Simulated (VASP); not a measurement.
The system is BeTeS4.

```
Be Te S
1.0
     4.00885   -3.80640    0.00000
     4.00885    3.80640    0.00000
    -0.58709    0.00000    4.14123
Be Te S
1 1 4
Cartesian
  0.0000 0.0000 0.0000
  3.7153 0.0000 2.0706
  5.1389 0.0000 3.9107
  3.7153 -2.3253 2.0706
  3.7153 2.3253 2.0706
  2.2917 0.0000 0.2305
```

The cell was built from a structure type or drawn by symmetry, and may not be a known phase.

```yaml
Program: VASP 6.6.1
Task: relaxation of cell and atoms
Functional: PBE
Potentials_or_basis: VASP PAW PBE potentials, release 64 (Be, Te, S)
Cutoff: 600 eV
k_mesh: 2 × 2 × 3
Occupations: gaussian, width 0.15 eV
Spin: no spin polarisation
```

At the start: pressure 2.4 GPa; volume 21.06 Å³/atom.

**Question.** Where does the relaxation end?

**Answer.** Over 14 steps the energy falls by 284.2 meV/atom and the volume is 20.14 Å³/atom (-4.4 %); space group C2/m (No. 12, to 0.1 Å) before, Cmmm (No. 65, to 0.1 Å).

The path:
```tsv
step	energy change (eV)	largest force (eV/Å)	pressure (GPa)	volume (Å³)
1	0.0000	2.6146	2.41	126.38
2	-0.9417	0.7357	-4.98	131.94
3	-0.9732	0.6754	-5.38	132.64
4	-1.0048	0.5664	-5.96	134.01
5	-1.4318	0.8306	0.19	119.49
6	-1.4333	0.8039	-0.23	120.17
7	-1.5916	0.4062	0.70	117.88
8	-1.6094	0.2590	1.39	116.84
9	-1.6545	0.1275	-0.20	119.72
10	-1.6621	0.1274	-1.09	121.67
11	-1.6916	0.1623	-0.13	120.70
12	-1.6940	0.1966	0.27	120.36
13	-1.7048	0.0804	0.08	120.80
14	-1.7049	0.0686	0.07	120.84
```

Final structure:
```xyz
6
Lattice="4.2230 -3.8204 0.3018 4.2230 3.8204 0.3018 -0.2552 0.0000 3.7268" Properties=species:S:1:pos:R:3 pbc="T T T"
Be    0.0000    0.0000    0.0000
Te    4.0954    0.0000    2.1652
S     6.0229    0.0000    0.4305
S     4.0954   -2.6060    2.1652
S     4.0954    2.6060    2.1652
S     2.1679    0.0000    3.8999
```

Caveat: the k points lie up to 0.56 Å⁻¹ apart in the final cell, too coarse for converged energies and pressures of a metal; the relaxation stopped at a loose force limit of 0.08 eV/Å, so its end isn't a converged minimum.
